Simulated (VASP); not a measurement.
Runs of VASP 6.6.1 on Al2Ru. The structure is that of space group I4/mmm (No. 139), or close to it. The cells are those of the table. 

```tsv
task	cell	k mesh	cutoff (eV)	smearing	gap on the mesh (eV)	pressure (GPa)	relaxed volume (Å³/atom)	largest force (eV/Å)
single point	a = 4.764 Å, angles 141.8, 141.8, 55.2°, 3 atoms	8 × 8 × 8	520	gaussian 0.1 eV	none	-4.2	-	(a)
single point	a = 4.713 Å, angles 141.6, 141.6, 55.5°, 3 atoms	18 × 18 × 18	520	fermi-dirac 0.15 eV	none	0.5	-	0.02
relaxation of cell and atoms	relaxed from a = 4.716 Å, angles 141.6, 141.6, 55.4°, 3 atoms	18 × 18 × 18	600	fermi-dirac 0.15 eV	none	0.0	13.41	-
single point	a = 4.716 Å, angles 141.6, 141.6, 55.4°, 3 atoms	18 × 18 × 18	520	gaussian 0.1 eV	none	(b)	-	0.02
relaxation of cell and atoms	relaxed from a = 4.764 Å, angles 141.8, 141.8, 55.2°, 3 atoms	18 × 18 × 18	600	gaussian 0.1 eV	none	0.0	13.39	-
```

Alike in all rows: level LDA; potentials or basis VASP PAW LDA potentials, release 64 (Al, Ru_pv); no spin polarisation.

Question: Fill in the values left out.

Answer: (a) 0.14; (b) 0.4.

A k mesh can miss the band edges, and the runs leave out spin-orbit coupling on Ru.

A gap of «none» marks levels without a gap at the run's occupations.
